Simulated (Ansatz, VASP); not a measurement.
**One calculation of W, two programs**

Contents of INCAR:

```
  PREC = Accurate
  ENCUT = 520
  EDIFF = 1E-6
  ISMEAR = -1
  SIGMA = 0.1
  LREAL = F
  LASPH = T
  NELM = 60
  ALGO = Normal
  ISIF = 2
  LWAVE = F
  LCHARG = F
  GGA = PE
  NBANDS = 13
```

Contents of KPOINTS:

```
Automatic mesh
0
Gamma
  19 19 19
```

File POSCAR:

```
W
1.0
    2.5653574716      0.0000000000      0.0000000000
    0.0000000000      2.5653574716      0.0000000000
    0.0000000000      0.0000000000      2.5653574716
W
1
Direct
    0.0000000000      0.0000000000      0.0000000000
```

Input for Ansatz:

```yaml
crystal:
  lattice:
    - [2.5653574716, 0.0, 0.0]
    - [0.0, 2.5653574716, 0.0]
    - [0.0, 0.0, 2.5653574716]
  atoms:
    - { symbol: W, position: [0.0, 0.0, 0.0] }
hamiltonian:
  xc: pbe
  pseudopotentials:
    kind: paw
    azcp:
      W: "pseudopotentials/W.paw.azcp"
basis:
  ecutwfc: 420
  fft_grid_basis: typed
kpoints:
  mp_grid: { grid: [19, 19, 19], shift: [0, 0, 0] }
magnetization:
  spin_polarized: false
scf:
  occupations: { method: fermi_dirac, width: 0.1 }
output:
  stress: true
```

Alike in both runs: task single point; functional PBE; k mesh 19 × 19 × 19; occupations fermi-dirac, width 0.1 eV; no spin polarisation.

|  | VASP | Ansatz |
| --- | --- | --- |
| version | VASP 6.6.1 | Ansatz 0.2.0 |
| potentials or method | VASP PAW PBE potentials, release 64 (W_sv), cutoff 520 eV | plane waves (420 eV) with PAW, scalar-relativistic |
| valence electrons in the cell | 14 | 14 |

```tsv
	VASP	Ansatz	Ansatz less VASP
pressure (GPa)	23.1	22.1	-1.01
```

With one functional, cell and mesh, what is left measures potentials, basis and numerics.

Spin-orbit coupling is off throughout.
